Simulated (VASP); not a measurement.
# CdS in VASP: further runs

CdS is run at these levels: PBE; tasks: single point.

Program: VASP 6.6.1. These are calculated values, not measurements. Logs are shortened: lines on timing, memory, paths and dates and some standing lists are left out, and cuts for length are marked.

## Step 1: The cell of the first run

The cell holds a wire or tube with vacuum around it, 2 atoms: a = 9.000 Å, b = 9.300 Å, c = 4.619 Å, α = 90.00°, β = 90.00°, γ = 90.00°.

## Step 2: Single point, PBE, collinear spin

File INCAR:

```
PREC = Accurate
ENCUT = 520
EDIFF = 1E-6
ISMEAR = 0
SIGMA = 0.05
LREAL = F
LASPH = T
NELM = 150
ALGO = Normal
ISIF = 2
LWAVE = F
LCHARG = T
ISPIN = 2
MAGMOM = 0.5 0.5
LORBIT = 11
GGA = PE
LELF = T
LVHAR = T
NBANDS = 20
```

File KPOINTS:

```
regular mesh
0
Gamma
  1 1 14
```

File POSCAR:

```
CdS
1.0
    9.0000000000      0.0000000000      0.0000000000
    0.0000000000      9.3000000000      0.0000000000
    0.0000000000      0.0000000000      4.6191889250
Cd S
1 1
Direct
    0.5000000000      0.5000000000      0.0000000000
    0.5000000000      0.5000000000      0.4650000000
```

Potentials or basis: VASP PAW PBE potentials, release 64 (Cd, S).

Command:

```bash
$ cat potpaw_PBE.64/Cd/POTCAR potpaw_PBE.64/S/POTCAR > POTCAR
$ mpirun -np 1 vasp_std > vasp.out
```

OUTCAR:

```text
PREC = Accurate
   ENCUT = 520
   EDIFF = 1E-6
   ISMEAR = 0
   LREAL = F
   LASPH = T
   NELM = 150
   ISIF = 2
   ISPIN = 2
   LORBIT = 11
   GGA = PE

 ion  position               nearest neighbor table
   1  0.500  0.500  0.000-   2 2.15   2 2.47
   2  0.500  0.500  0.465-   1 2.15   1 2.47

  LATTYP: Found a simple orthorhombic cell.
 ALAT       =     4.6191889250
 B/A-ratio  =     1.9483940030
 C/A-ratio  =     2.0133404697

  Lattice vectors:

 A1 = (   0.0000000000,   0.0000000000,   4.6191889250)
 A2 = (   9.0000000000,   0.0000000000,   0.0000000000)
 A3 = (   0.0000000000,   9.3000000000,   0.0000000000)

Analysis of symmetry for initial positions (statically):
=====================================================================
 Subroutine PRICEL returns:
 Original cell was already a primitive cell.

 Routine SETGRP: Setting up the symmetry group for a
 simple orthorhombic supercell.

 Subroutine GETGRP returns: Found  4 space group operations
 (whereof  4 operations were pure point group operations)
 out of a pool of  8 trial point group operations.

The static configuration has the point symmetry C_2v.

Analysis of symmetry for dynamics (positions and initial velocities):
=====================================================================
 Subroutine PRICEL returns:
 Original cell was already a primitive cell.

 Routine SETGRP: Setting up the symmetry group for a
 simple orthorhombic supercell.

 Subroutine GETGRP returns: Found  4 space group operations
 (whereof  4 operations were pure point group operations)
 out of a pool of  8 trial point group operations.

The dynamic configuration has the point symmetry C_2v.

Analysis of structural, dynamic, and magnetic symmetry:
=====================================================================
 Subroutine PRICEL returns:
 Original cell was already a primitive cell.

 Routine SETGRP: Setting up the symmetry group for a
 simple orthorhombic supercell.

 Subroutine GETGRP returns: Found  4 space group operations
 (whereof  4 operations were pure point group operations)
 out of a pool of  8 trial point group operations.

The overall configuration has the point symmetry C_2v.

 Subroutine INISYM returns: Found  4 space group operations
 (whereof  4 operations are pure point group operations),
 and found     1 'primitive' translations

----------------------------------------------------------------------------------------

                                     Primitive cell

  volume of cell :     386.6261

  direct lattice vectors                    reciprocal lattice vectors
     9.000000000  0.000000000  0.000000000     0.111111111  0.000000000  0.000000000
     0.000000000  9.300000000  0.000000000     0.000000000  0.107526882  0.000000000
     0.000000000  0.000000000  4.619188925     0.000000000  0.000000000  0.216488223

  length of vectors
     9.000000000  9.300000000  4.619188925     0.111111111  0.107526882  0.216488223

  position of ions in fractional coordinates (direct lattice)
     0.500000000  0.500000000  0.000000000
     0.500000000  0.500000000  0.465000000

  ion indices of the primitive-cell ions
   primitive index   ion index
                 1           1
                 2           2

----------------------------------------------------------------------------------------

 KPOINTS: regular mesh

Automatic generation of k-mesh.
 Grid dimensions read from file:
 generate k-points for:    1    1   14

 Generating k-lattice:

  Cartesian coordinates                     Fractional coordinates (reciprocal lattice)
     0.111111111  0.000000000  0.000000000     1.000000000  0.000000000  0.000000000
     0.000000000  0.107526882  0.000000000     0.000000000  1.000000000  0.000000000
     0.000000000  0.000000000  0.015463444     0.000000000  0.000000000  0.071428571

  Length of vectors
     0.111111111  0.107526882  0.015463444

  Shift w.r.t. Gamma in fractional coordinates (k-lattice)
     0.000000000  0.000000000  0.000000000

 Subroutine IBZKPT returns following result:
 ===========================================

 Found      8 irreducible k-points:

 Following reciprocal coordinates:
            Coordinates               Weight
  0.000000  0.000000  0.000000      1.000000
  0.000000  0.000000  0.071429      2.000000
  0.000000  0.000000  0.142857      2.000000
  0.000000  0.000000  0.214286      2.000000
  0.000000  0.000000  0.285714      2.000000
  0.000000  0.000000  0.357143      2.000000
  0.000000  0.000000  0.428571      2.000000
  0.000000  0.000000  0.500000      1.000000
   k-points           NKPTS =      8   k-points in BZ     NKDIM =      8   number of bands    NBANDS=     20
   number of dos      NEDOS =    301   number of ions     NIONS =      2
   total plane-waves  NPLWV = 176400
   dimension x,y,z NGX =    70 NGY =   70 NGZ =   36
   dimension x,y,z NGXF=   140 NGYF=  140 NGZF=   72
   ions per type =               1   1
   NGX,Y,Z   is equivalent  to a cutoff of  12.93, 12.51, 12.96 a.u.
   NGXF,Y,Z  is equivalent  to a cutoff of  25.86, 25.03, 25.91 a.u.
 SYSTEM =  unknown system
   PREC   = accura    normal or accurate (medium, high low for compatibility)
   ISTART =      0    job   : 0-new  1-cont  2-samecut
   ICHARG =      2    charge: 1-file 2-atom 10-const
   ISPIN  =      2    spin polarized calculation?
   LNONCOLLINEAR =      F non collinear calculations
   LSORBIT =      F    spin-orbit coupling
   LASPH  =      T    aspherical Exc in radial PAW
   ENCUT  =  520.0 eV  38.22 Ry    6.18 a.u.  16.73 17.29  8.59*2*pi/ulx,y,z
   NELM   =    150;   NELMIN=  2; NELMDL= -5     # of ELM steps
   EDIFF  = 0.1E-05   stopping-criterion for ELM
   LREAL  =      F    real-space projection
   EDIFFG = 0.1E-04   stopping-criterion for IOM
   NSW    =      0    number of steps for IOM
   IBRION =     -1    ionic relax: 0-MD 1-quasi-New 2-CG
   NFREE  =      0    steps in history (QN), initial steepest desc. (CG)
   ISIF   =      2    stress and relaxation
   ISYM   =      2    0-nonsym 1-usesym 2-fastsym
   POTIM  = 0.5000    time-step for ionic-motion
   TEBEG  =    0.0;   TEEND  =   0.0 temperature during run
   PSTRESS=    0.0 pullay stress
   NELECT =      18.0000    total number of electrons
   NUPDOWN=      -1.0000    fix difference up-down
   EMIN   =  10.00;   EMAX   =-10.00  energy-range for DOS
   EFERMI =   0.00;   METHOD = LEGACY
   ISMEAR =     0;   SIGMA  =   0.05  broadening in eV -4-tet -1-fermi 0-gaus
   EFERMI_NEDOS =   21; number of points for ismear=-14 and -15
   IALGO  =     38    algorithm
   IMIX   =      4    mixing-type and parameters
     AMIX     =   0.40;   BMIX     =  1.00
     AMIX_MAG =   1.60;   BMIX_MAG =  1.00
  volume/ion in A,a.u.               =     193.31      1304.54
  Fermi-wavevector in a.u.,A,eV,Ry     =   0.588937  1.112929  4.719132  0.346846
  Thomas-Fermi vector in A             =   1.636395
   LORBIT       =     11    0 simple, 1 ext, 2 COOP (PROOUT), +10 PAW based schemes
   GGA     = PE    functional components
   LHFCALC =     F    Hartree Fock is set to
   AEXX    =    0.0000 exact exchange contribution
   IVDW    =     0    specifies the selected vdW correction
   LEPSILON=     F    determine dielectric tensor
   LRPA    =     F    only Hartree local field effects (RPA)
 spin polarized calculation
 Gauss-broadening in eV      SIGMA  =   0.05
  energy-cutoff  :      520.00
  volume of cell :      386.63
 maximum number of plane-waves:     10457
 NGX is ok and might be reduce to    70

 number of electron      18.0000000 magnetization       0.0000229

 number of electron      18.0000000 magnetization      -0.0000086

 Free energy of the ion-electron system (eV)
  ---------------------------------------------------
  ext. energy  EPLUGINS =         0.00000000
  ---------------------------------------------------
  free energy    TOTEN  =        -4.11416160 eV

  energy without entropy =       -4.11416160  energy(sigma->0) =       -4.11416160

 E-fermi :  -4.4949     XC(G=0):  -2.2102

 val. band max:       -4.7506187325   @ k =   0.0000   0.0000   0.5000
 cond. band min:      -3.7898114766   @ k =   0.0000   0.0000   0.0000
 fundamental gap:      0.9608072560
 Fermi energy:        -4.4949027172

 spin component 1

 k-point     1 :       0.0000    0.0000    0.0000
  band No.  band energies     occupation
      1     -16.8912      1.00000
      2     -12.9512      1.00000
      3     -12.9512      1.00000
      4     -12.7978      1.00000
      5     -12.7978      1.00000
      6     -11.9970      1.00000
[... 12 lines left out ...]
     19       4.5587      0.00000
     20       4.7182      0.00000

 k-point     2 :       0.0000    0.0000    0.0714
  band No.  band energies     occupation
      1     -16.8577      1.00000
      2     -12.9553      1.00000
      3     -12.9553      1.00000
      4     -12.7977      1.00000
      5     -12.7977      1.00000
      6     -12.0677      1.00000
[... 12 lines left out ...]
     19       4.4065      0.00000
     20       4.5355      0.00000

 k-point     3 :       0.0000    0.0000    0.1429
  band No.  band energies     occupation
      1     -16.7590      1.00000
      2     -12.9665      1.00000
      3     -12.9665      1.00000
      4     -12.7974      1.00000
      5     -12.7974      1.00000
      6     -12.2714      1.00000
[... 12 lines left out ...]
     19       4.2632      0.00000
     20       4.3638      0.00000

 k-point     4 :       0.0000    0.0000    0.2143
  band No.  band energies     occupation
      1     -16.6014      1.00000
      2     -12.9827      1.00000
      3     -12.9827      1.00000
      4     -12.7969      1.00000
      5     -12.7969      1.00000
      6     -12.5819      1.00000
[... 58 lines left out ...]
     19       3.7249      0.00000
     20       4.1618      0.00000

 k-point     7 :       0.0000    0.0000    0.4286
  band No.  band energies     occupation
      1     -15.9860      1.00000
      2     -13.6190      1.00000
      3     -13.0269      1.00000
      4     -13.0269      1.00000
      5     -12.7956      1.00000
      6     -12.7956      1.00000
[... 12 lines left out ...]
     19       3.5691      0.00000
     20       3.9536      0.00000

 k-point     8 :       0.0000    0.0000    0.5000
  band No.  band energies     occupation
      1     -15.9068      1.00000
      2     -13.7345      1.00000
      3     -13.0308      1.00000
      4     -13.0308      1.00000
      5     -12.7955      1.00000
      6     -12.7955      1.00000
[... 12 lines left out ...]
     19       3.7878      0.00000
     20       3.9212      0.00000
 Fermi energy:        -4.4949027172

 spin component 2

 k-point     1 :       0.0000    0.0000    0.0000
  band No.  band energies     occupation
      1     -16.8912      1.00000
      2     -12.9512      1.00000
      3     -12.9512      1.00000
      4     -12.7978      1.00000
      5     -12.7978      1.00000
      6     -11.9970      1.00000
[... 12 lines left out ...]
     19       4.5601      0.00000
     20       4.7216      0.00000

 k-point     2 :       0.0000    0.0000    0.0714
  band No.  band energies     occupation
      1     -16.8577      1.00000
      2     -12.9553      1.00000
      3     -12.9553      1.00000
      4     -12.7977      1.00000
      5     -12.7977      1.00000
      6     -12.0677      1.00000
[... 12 lines left out ...]
     19       4.4084      0.00000
     20       4.5373      0.00000

 k-point     3 :       0.0000    0.0000    0.1429
  band No.  band energies     occupation
      1     -16.7590      1.00000
      2     -12.9665      1.00000
      3     -12.9665      1.00000
      4     -12.7974      1.00000
      5     -12.7974      1.00000
      6     -12.2714      1.00000
[... 12 lines left out ...]
     19       4.2663      0.00000
     20       4.3665      0.00000

 k-point     4 :       0.0000    0.0000    0.2143
  band No.  band energies     occupation
      1     -16.6014      1.00000
      2     -12.9827      1.00000
      3     -12.9827      1.00000
      4     -12.7969      1.00000
      5     -12.7969      1.00000
      6     -12.5819      1.00000
[... 61 lines left out ...]
 k-point     7 :       0.0000    0.0000    0.4286
  band No.  band energies     occupation
      1     -15.9860      1.00000
      2     -13.6190      1.00000
      3     -13.0269      1.00000
      4     -13.0269      1.00000
      5     -12.7956      1.00000
      6     -12.7956      1.00000
[... 12 lines left out ...]
     19       3.5705      0.00000
     20       3.9825      0.00000

 k-point     8 :       0.0000    0.0000    0.5000
  band No.  band energies     occupation
      1     -15.9068      1.00000
      2     -13.7345      1.00000
      3     -13.0308      1.00000
      4     -13.0308      1.00000
      5     -12.7955      1.00000
      6     -12.7955      1.00000
[... 12 lines left out ...]
     19       3.7882      0.00000
     20       3.9483      0.00000

------------------------ aborting loop because EDIFF is reached ----------------------------------------

  FORCE on cell =-STRESS in cart. coord.  units (eV):
  Direction    XX          YY          ZZ          XY          YZ          ZX
  --------------------------------------------------------------------------------------
  -------------------------------------------------------------------------------------
  Total        0.0175446      0.0081834      1.7319202      0.0000000      0.0000000      0.0000000
  in kB        0.0727047      0.0339119      7.1770715      0.0000000      0.0000000      0.0000000
  external PRESSURE =       2.4278960 kB  Pullay stress =       0.0000000 kB

 VOLUME and BASIS-vectors are now :
 -----------------------------------------------------------------------------
  energy-cutoff  :      520.00
  volume of cell :      386.63
      direct lattice vectors                 reciprocal lattice vectors
     9.000000000  0.000000000  0.000000000     0.111111111  0.000000000  0.000000000
     0.000000000  9.300000000  0.000000000     0.000000000  0.107526882  0.000000000
     0.000000000  0.000000000  4.619188925     0.000000000  0.000000000  0.216488223

 POSITION                                       TOTAL-FORCE (eV/Angst)
 -----------------------------------------------------------------------------------
      4.50000      4.65000      0.00000         0.000000      0.000000     -3.469484
      4.50000      4.65000      2.14792         0.000000      0.000000      3.469484
 -----------------------------------------------------------------------------------
    total drift:                                0.000000      0.000000     -0.000012

  FREE ENERGIE OF THE ION-ELECTRON SYSTEM (eV)
  ---------------------------------------------------
  free  energy   TOTEN  =        -4.1141616006 eV

  energy  without entropy=       -4.1141616006  energy(sigma->0) =       -4.11416160

 total charge

# of ion       s       p       d       tot
------------------------------------------
    1        0.478   0.286   9.550  10.315
    2        1.297   2.439   0.000   3.736
--------------------------------------------------
tot          1.775   2.725   9.550  14.050

 magnetization (x)

# of ion       s       p       d       tot
------------------------------------------
    1       -0.000  -0.000   0.000  -0.000
    2        0.000  -0.000   0.000  -0.000
--------------------------------------------------
tot          0.000  -0.000   0.000  -0.000
```

It took 6.7 min on 1 thread of Intel Xeon 8259CL, shared host; peak memory 0.57 GiB.

What came out:

```yaml
Free_energy: -4.1142 eV
Largest_force: 3.469 eV/Å
Band_gap_on_the_k_mesh: 0.96 eV (least direct gap 1.78 eV)
Net_moment: 0.00 μB per cell
Valence_electrons_inside_the_program's_atomic_spheres: Cd 10.31; S 3.74
```

Forces in eV/Å, atoms in the order of the input:
```
Cd   0.000  0.000 -3.469
S    0.000  0.000  3.469
```

## Step 3: Single point, PBE, collinear spin

This run uses another cell than the first one, of the same volume but with other edges.

File INCAR:

```
ALGO     = Normal         # electronic algorithm
EDIFF    = 1E-6           # SCF threshold, eV
ENCUT    = 520            # plane-wave cutoff, eV
GGA      = PE             # functional
ISIF     = 2              # what is computed and relaxed
ISMEAR   = 0              # smearing method
ISPIN    = 2              # spin polarisation
LASPH    = True           # aspherical terms in the spheres
LCHARG   = False          # write CHGCAR
LORBIT   = 11             # projections on sites
LREAL    = False          # projectors in reciprocal space
LWAVE    = False          # write WAVECAR
MAGMOM   = 0.5 0.5        # initial moments
NBANDS   = 20             # bands
NELM     = 150            # most SCF steps
PREC     = Accurate       # precision mode
SIGMA    = 0.05           # smearing width, eV
```

File KPOINTS:

```
k-points
0
Gamma
  1 1 16
```

File POSCAR:

```
CdS
1.0
   10.0000000000      0.0000000000      0.0000000000
    0.0000000000      9.3000000000      0.0000000000
    0.0000000000      0.0000000000      4.1572700325
Cd S
1 1
Direct
    0.4480341246      0.5000000000      0.0000000000
    0.5519658754      0.5000000000      0.5000000000
```

Potentials or basis: VASP PAW PBE potentials, release 64 (Cd, S).

Command:

```bash
$ cat potpaw_PBE.64/Cd/POTCAR potpaw_PBE.64/S/POTCAR > POTCAR
$ mpirun -np 1 vasp_std > vasp.out
```

Run time: 6.1 min. Hardware: 1 thread of Intel Xeon 8259CL, shared host; peak memory 0.58 GiB.

It converged, with:

| Quantity | Value |
| --- | --- |
| Free energy | -4.6182 eV |
| Largest force | 0.107 eV/Å |
| Band gap on the k mesh | 2.21 eV (least direct gap 2.34 eV) |
| Net moment | 0.00 μB per cell |
| Valence electrons inside the program's atomic spheres | Cd 10.34; S 3.69 |

Forces on the atoms (eV/Å):
```
Cd   0.107  0.000  0.000
S   -0.107  0.000  0.000
```

Levels at points of the mesh, in eV from the valence-band top:
Spin up:
```
           k point  band 5  band 6  band 7  band 8  band 9  band 10  band 11  band 12  band 13  band 14
(0.00, 0.00, 0.00)   -7.60   -7.29   -1.63   -0.81   -0.79     2.21     4.50     4.82     5.21     6.05
(0.00, 0.00, 0.50)   -7.65   -7.21   -3.65   -1.01    0.00     2.34     4.30     5.88     6.91     7.58
```
Spin down:
| k point | band 5 | band 6 | band 7 | band 8 | band 9 | band 10 | band 11 | band 12 | band 13 | band 14 |
| --- | --- | --- | --- | --- | --- | --- | --- | --- | --- | --- |
| (0.00, 0.00, 0.00) | -7.60 | -7.29 | -1.63 | -0.81 | -0.79 | 2.21 | 4.50 | 4.82 | 5.22 | 6.06 |
| (0.00, 0.00, 0.50) | -7.65 | -7.21 | -3.65 | -1.01 | 0.00 | 2.34 | 4.30 | 5.89 | 6.92 | 7.59 |

(Part 1 of 2 ends here.)
